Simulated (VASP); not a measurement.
# Si (R-3m) in VASP: single point with PBE

Aim: the single point of Si with PBE.

Everything below comes from runs of VASP 6.6.1. Logs are shortened: lines on timing, memory, paths and dates and some standing lists are left out, and cuts for length are marked.

## Step 1: The cell of the first run

It takes space group R-3m (No. 166, trigonal). Conventional cell: a = 5.183 Å, b = 5.183 Å, c = 26.246 Å, α = 90.00°, β = 90.00°, γ = 120.00°. Within 3.3 Å of Si (site symmetry m) lie 7 Si at 2.48 to 2.63 Å. Within 3.4 Å of Si (site symmetry m) lie 8 Si at 2.56 to 2.62 Å.

## Step 2: Single point, PBE

INCAR reads:

```
ALGO     = Normal         # electronic algorithm
EDIFF    = 1E-6           # SCF threshold, eV
ENCUT    = 520            # plane-wave cutoff, eV
GGA      = PE             # functional
ISIF     = 2              # what is computed and relaxed
ISMEAR   = 0              # smearing method
LASPH    = True           # aspherical terms in the spheres
LCHARG   = False          # write CHGCAR
LREAL    = False          # projectors in reciprocal space
LWAVE    = False          # write WAVECAR
NBANDS   = 36             # bands
NELM     = 80             # most SCF steps
PREC     = Accurate       # precision mode
SIGMA    = 0.1            # smearing width, eV
```

KPOINTS reads:

```
k-points
0
Gamma
  9 9 9
```

POSCAR reads:

```
Si
1.0
    2.5916185743      1.4962716815      8.7487308475
   -2.5916185743      1.4962716815      8.7487308475
    0.0000000000     -2.9925433630      8.7487308475
Si
12
Direct
    0.0499159196      0.5416835605      0.0499159196
    0.0499159196      0.0499159196      0.5416835605
    0.5416835605      0.0499159196      0.0499159196
    0.9500840804      0.4583164395      0.9500840804
    0.4583164395      0.9500840804      0.9500840804
    0.9500840804      0.9500840804      0.4583164395
    0.2089076368      0.7049390734      0.2089076368
    0.2089076368      0.2089076368      0.7049390734
    0.7049390734      0.2089076368      0.2089076368
    0.7910923632      0.2950609266      0.7910923632
    0.2950609266      0.7910923632      0.7910923632
    0.7910923632      0.7910923632      0.2950609266
```

Potentials or basis: VASP PAW PBE potentials, release 64 (Si).

On the command line:

```bash
$ cat potpaw_PBE.64/Si/POTCAR > POTCAR
$ mpirun -np 1 vasp_std > vasp.out
```

OUTCAR:

```text
EDIFF = 1E-6
   ENCUT = 520
   GGA = PE
   ISIF = 2
   ISMEAR = 0
   LASPH = True
   LREAL = False
   NELM = 80
   PREC = Accurate

 ion  position               nearest neighbor table
   1  0.050  0.542  0.050-   4 2.48   2 2.55   3 2.55  11 2.56  12 2.56   2 2.63   3 2.63
   2  0.050  0.050  0.542-   6 2.48   3 2.55   1 2.55  10 2.56  11 2.56   1 2.63   3 2.63
   3  0.542  0.050  0.050-   5 2.48   2 2.55   1 2.55  10 2.56  12 2.56   2 2.63   1 2.63
   4  0.950  0.458  0.950-   1 2.48   6 2.55   5 2.55   9 2.56   8 2.56   6 2.63   5 2.63
   5  0.458  0.950  0.950-   3 2.48   6 2.55   4 2.55   7 2.56   8 2.56   6 2.63   4 2.63
   6  0.950  0.950  0.458-   2 2.48   4 2.55   5 2.55   7 2.56   9 2.56   4 2.63   5 2.63
   7  0.209  0.705  0.209-   5 2.56   6 2.56   8 2.57   9 2.57   8 2.61   9 2.61  11 2.62  12 2.62

   8  0.209  0.209  0.705-   4 2.56   5 2.56   7 2.57   9 2.57   7 2.61   9 2.61  10 2.62  11 2.62

   9  0.705  0.209  0.209-   4 2.56   6 2.56   8 2.57   7 2.57   8 2.61   7 2.61  10 2.62  12 2.62

  10  0.791  0.295  0.791-   3 2.56   2 2.56  12 2.57  11 2.57  12 2.61  11 2.61   9 2.62   8 2.62

  11  0.295  0.791  0.791-   1 2.56   2 2.56  12 2.57  10 2.57  12 2.61  10 2.61   7 2.62   8 2.62

  12  0.791  0.791  0.295-   1 2.56   3 2.56  10 2.57  11 2.57  11 2.61  10 2.61   7 2.62   9 2.62

  LATTYP: Found a trigonal (rhomboedric) cell.
 ALAT       =     9.2463834671
 COS(alpha) =     0.8428811245

  Lattice vectors:

 A1 = (   2.5916185743,   1.4962716815,   8.7487308475)
 A2 = (  -2.5916185743,   1.4962716815,   8.7487308475)
 A3 = (   0.0000000000,  -2.9925433630,   8.7487308475)

Analysis of symmetry for initial positions (statically):
=====================================================================
 Subroutine PRICEL returns:
 Original cell was already a primitive cell.

 Routine SETGRP: Setting up the symmetry group for a
 trigonal (rhombohedral) supercell.

 Subroutine GETGRP returns: Found 12 space group operations
 (whereof 12 operations were pure point group operations)
 out of a pool of 12 trial point group operations.

The static configuration has the point symmetry D_3d.

Analysis of symmetry for dynamics (positions and initial velocities):
=====================================================================
 Subroutine PRICEL returns:
 Original cell was already a primitive cell.

 Routine SETGRP: Setting up the symmetry group for a
 trigonal (rhombohedral) supercell.

 Subroutine GETGRP returns: Found 12 space group operations
 (whereof 12 operations were pure point group operations)
 out of a pool of 12 trial point group operations.

The dynamic configuration has the point symmetry D_3d.

 Subroutine INISYM returns: Found 12 space group operations
 (whereof 12 operations are pure point group operations),
 and found     1 'primitive' translations

----------------------------------------------------------------------------------------

                                     Primitive cell

  volume of cell :     203.5532

  direct lattice vectors                    reciprocal lattice vectors
     2.591618574  1.496271681  8.748730847     0.192929625  0.111387971  0.038100764
    -2.591618574  1.496271681  8.748730847    -0.192929625  0.111387971  0.038100764
     0.000000000 -2.992543363  8.748730847     0.000000000 -0.222775942  0.038100764

  length of vectors
     9.246383467  9.246383467  9.246383467     0.226010594  0.226010594  0.226010594

  position of ions in fractional coordinates (direct lattice)
     0.049915920  0.541683560  0.049915920
     0.049915920  0.049915920  0.541683560
     0.541683560  0.049915920  0.049915920
     0.950084080  0.458316440  0.950084080
     0.458316440  0.950084080  0.950084080
     0.950084080  0.950084080  0.458316440
     0.208907637  0.704939073  0.208907637
     0.208907637  0.208907637  0.704939073
     0.704939073  0.208907637  0.208907637
     0.791092363  0.295060927  0.791092363
     0.295060927  0.791092363  0.791092363
     0.791092363  0.791092363  0.295060927

  ion indices of the primitive-cell ions
   primitive index   ion index
                 1           1
                 2           2
                 3           3
                 4           4
                 5           5
                 6           6
                 7           7
                 8           8
                 9           9
                10          10
                11          11
                12          12

----------------------------------------------------------------------------------------

 KPOINTS: k-points

Automatic generation of k-mesh.
 Grid dimensions read from file:
 generate k-points for:    9    9    9

 Generating k-lattice:

  Cartesian coordinates                     Fractional coordinates (reciprocal lattice)
     0.021436625  0.012376441  0.004233418     0.111111111  0.000000000  0.000000000
    -0.021436625  0.012376441  0.004233418     0.000000000  0.111111111  0.000000000
     0.000000000 -0.024752882  0.004233418     0.000000000  0.000000000  0.111111111

  Length of vectors
     0.025112288  0.025112288  0.025112288

  Shift w.r.t. Gamma in fractional coordinates (k-lattice)
     0.000000000  0.000000000  0.000000000

 Subroutine IBZKPT returns following result:
 ===========================================

 Found     85 irreducible k-points:

 Following reciprocal coordinates:
            Coordinates               Weight
  0.000000  0.000000  0.000000      1.000000
  0.111111 -0.000000  0.000000      6.000000
  0.222222  0.000000  0.000000      6.000000
  0.333333  0.000000  0.000000      6.000000
  0.444444  0.000000  0.000000      6.000000
  0.111111  0.111111  0.000000      6.000000
[... 16 lines left out ...]
 -0.333333  0.333333  0.000000      6.000000
  0.444444  0.444444  0.000000      6.000000
 [... further k-points ...]
   k-points           NKPTS =     85   k-points in BZ     NKDIM =     85   number of bands    NBANDS=     36
   number of dos      NEDOS =    301   number of ions     NIONS =     12
   total plane-waves  NPLWV = 343000
   dimension x,y,z NGX =    70 NGY =   70 NGZ =   70
   dimension x,y,z NGXF=   140 NGYF=  140 NGZF=  140
   ions per type =              12
   NGX,Y,Z   is equivalent  to a cutoff of  12.59, 12.59, 12.59 a.u.
   NGXF,Y,Z  is equivalent  to a cutoff of  25.17, 25.17, 25.17 a.u.
 SYSTEM =  unknown system
   PREC   = accura    normal or accurate (medium, high low for compatibility)
   ISTART =      0    job   : 0-new  1-cont  2-samecut
   ICHARG =      2    charge: 1-file 2-atom 10-const
   ISPIN  =      1    spin polarized calculation?
   LNONCOLLINEAR =      F non collinear calculations
   LSORBIT =      F    spin-orbit coupling
   LASPH  =      T    aspherical Exc in radial PAW
   ENCUT  =  520.0 eV  38.22 Ry    6.18 a.u.  17.19 17.19 17.19*2*pi/ulx,y,z
   NELM   =     80;   NELMIN=  2; NELMDL= -5     # of ELM steps
   EDIFF  = 0.1E-05   stopping-criterion for ELM
   LREAL  =      F    real-space projection
   EDIFFG = 0.1E-04   stopping-criterion for IOM
   NSW    =      0    number of steps for IOM
   IBRION =     -1    ionic relax: 0-MD 1-quasi-New 2-CG
   NFREE  =      0    steps in history (QN), initial steepest desc. (CG)
   ISIF   =      2    stress and relaxation
   ISYM   =      2    0-nonsym 1-usesym 2-fastsym
   POTIM  = 0.5000    time-step for ionic-motion
   TEBEG  =    0.0;   TEEND  =   0.0 temperature during run
   PSTRESS=    0.0 pullay stress
   NELECT =      48.0000    total number of electrons
   NUPDOWN=      -1.0000    fix difference up-down
   EMIN   =  10.00;   EMAX   =-10.00  energy-range for DOS
   EFERMI =   0.00;   METHOD = LEGACY
   ISMEAR =     0;   SIGMA  =   0.10  broadening in eV -4-tet -1-fermi 0-gaus
   EFERMI_NEDOS =   21; number of points for ismear=-14 and -15
   IALGO  =     38    algorithm
   IMIX   =      4    mixing-type and parameters
     AMIX     =   0.40;   BMIX     =  1.00
     AMIX_MAG =   1.60;   BMIX_MAG =  1.00
  volume/ion in A,a.u.               =      16.96       114.47
  Fermi-wavevector in a.u.,A,eV,Ry     =   1.011415  1.911297 13.918214  1.022960
  Thomas-Fermi vector in A             =   2.144463
   LORBIT       =      0    0 simple, 1 ext, 2 COOP (PROOUT), +10 PAW based schemes
   GGA     = PE    functional components
   LHFCALC =     F    Hartree Fock is set to
   AEXX    =    0.0000 exact exchange contribution
   IVDW    =     0    specifies the selected vdW correction
   LEPSILON=     F    determine dielectric tensor
   LRPA    =     F    only Hartree local field effects (RPA)
 non-spin polarized calculation
 Gauss-broadening in eV      SIGMA  =   0.10
  energy-cutoff  :      520.00
  volume of cell :      203.55
 maximum number of plane-waves:      5519
 NGX is ok and might be reduce to    70
   NGX = 35   NGY = 35   NGZ = 35

 number of electron      48.0000001 magnetization

 Free energy of the ion-electron system (eV)
  ---------------------------------------------------
  ext. energy  EPLUGINS =         0.00000000
  ---------------------------------------------------
  free energy    TOTEN  =       -59.77696222 eV

  energy without entropy =      -59.75215215  energy(sigma->0) =      -59.76455719

 E-fermi :   7.9440     XC(G=0): -10.2682

 val. band max:        7.9438523700   @ k =  -0.4444  -0.4444   0.2222
 cond. band min:       7.9495932460   @ k =  -0.4444   0.4444   0.4444
 fundamental gap:      0.0057408760
 Fermi energy:         7.9439874356

 k-point     1 :       0.0000    0.0000    0.0000
  band No.  band energies     occupation
      1      -5.6999      2.00000
      2      -4.1254      2.00000
      3      -3.5070      2.00000
      4       0.6160      2.00000
      5       0.7381      2.00000
      6       0.7381      2.00000
[... 28 lines left out ...]
     35      11.8367      0.00000
     36      13.1642      0.00000

 k-point     2 :       0.1111   -0.0000    0.0000
  band No.  band energies     occupation
      1      -5.6201      2.00000
      2      -4.0735      2.00000
      3      -3.4079      2.00000
      4      -0.1960      2.00000
      5       0.2195      2.00000
      6       0.5174      2.00000
[... 28 lines left out ...]
     35      12.0191      0.00000
     36      12.3887      0.00000

 k-point     3 :       0.2222    0.0000    0.0000
  band No.  band energies     occupation
      1      -5.3855      2.00000
      2      -3.9106      2.00000
      3      -3.1348      2.00000
      4      -1.3216      2.00000
      5      -0.6587      2.00000
      6       0.1726      2.00000
[... 28 lines left out ...]
     35      11.7920      0.00000
     36      11.9984      0.00000
[... 742 lines left out ...]
 k-point    23 :      -0.3333    0.3333    0.0000
  band No.  band energies     occupation
      1      -4.2424      2.00000
      2      -3.3897      2.00000
      3      -2.6680      2.00000
      4      -2.4313      2.00000
      5      -2.2160      2.00000
      6      -1.8239      2.00000
[... 28 lines left out ...]
     35      11.2444      0.00000
     36      11.5365      0.00000

 k-point    24 :       0.4444    0.4444    0.0000
  band No.  band energies     occupation
      1      -4.4875      2.00000
      2      -3.8571      2.00000
      3      -2.8857      2.00000
      4      -2.3226      2.00000
      5      -1.4139      2.00000
      6      -0.5310      2.00000
[... 28 lines left out ...]
     35      10.9902      0.00000
     36      11.5182      0.00000

 [... further k-points ...]
[... 5 lines left out ...]
  --------------------------------------------------------------------------------------
  -------------------------------------------------------------------------------------
  Total       -0.0598843     -0.0598843     -0.0862189      0.0000000      0.0000000      0.0000000
  in kB       -0.4713523     -0.4713523     -0.6786333      0.0000000      0.0000000      0.0000000
  external PRESSURE =      -0.5404460 kB  Pullay stress =       0.0000000 kB

 VOLUME and BASIS-vectors are now :
 -----------------------------------------------------------------------------
  energy-cutoff  :      520.00
  volume of cell :      203.55
      direct lattice vectors                 reciprocal lattice vectors
     2.591618574  1.496271681  8.748730847     0.192929625  0.111387971  0.038100764
    -2.591618574  1.496271681  8.748730847    -0.192929625  0.111387971  0.038100764
     0.000000000 -2.992543363  8.748730847     0.000000000 -0.222775942  0.038100764

 POSITION                                       TOTAL-FORCE (eV/Angst)
 -----------------------------------------------------------------------------------
     -1.27447      0.73582      5.61245        -0.001166      0.000673      0.000689
      0.00000     -1.47164      5.61245         0.000000     -0.001346      0.000689
      1.27447      0.73582      5.61245         0.001166      0.000673      0.000689
      1.27447     -0.73582     20.63375         0.001166     -0.000673     -0.000689
     -1.27447     -0.73582     20.63375        -0.001166     -0.000673     -0.000689
      0.00000      1.47164     20.63375         0.000000      0.001346     -0.000689
     -1.28552      0.74220      9.82268        -0.001219      0.000704      0.004520
      0.00000     -1.48440      9.82268         0.000000     -0.001408      0.004520
      1.28552      0.74220      9.82268         0.001219      0.000704      0.004520
      1.28552     -0.74220     16.42352         0.001219     -0.000704     -0.004520
     -1.28552     -0.74220     16.42352        -0.001219     -0.000704     -0.004520
      0.00000      1.48440     16.42352         0.000000      0.001408     -0.004520
 -----------------------------------------------------------------------------------
    total drift:                                0.000000     -0.000000     -0.000000

  FREE ENERGIE OF THE ION-ELECTRON SYSTEM (eV)
  ---------------------------------------------------
  free  energy   TOTEN  =       -59.7769622165 eV

  energy  without entropy=      -59.7521521535  energy(sigma->0) =      -59.76455719
```

It took 24 min on 1 thread of Intel Xeon Platinum 8488C (Sapphire Rapids), shared host; peak memory 0.86 GiB.

Results:

* Free energy: -59.7770 eV
* Pressure: -0.1 GPa
* Largest force: 0.005 eV/Å
* Band gap on the k mesh: zero (bands 24 and 25 overlap by 1.11 eV)

Forces in eV/Å, atoms in the order of the input:
```
Si  -0.001  0.001  0.001
Si   0.000 -0.001  0.001
Si   0.001  0.001  0.001
Si   0.001 -0.001 -0.001
Si  -0.001 -0.001 -0.001
Si   0.000  0.001 -0.001
Si  -0.001  0.001  0.005
Si   0.000 -0.001  0.005
Si   0.001  0.001  0.005
Si   0.001 -0.001 -0.005
Si  -0.001 -0.001 -0.005
Si   0.000  0.001 -0.005
```
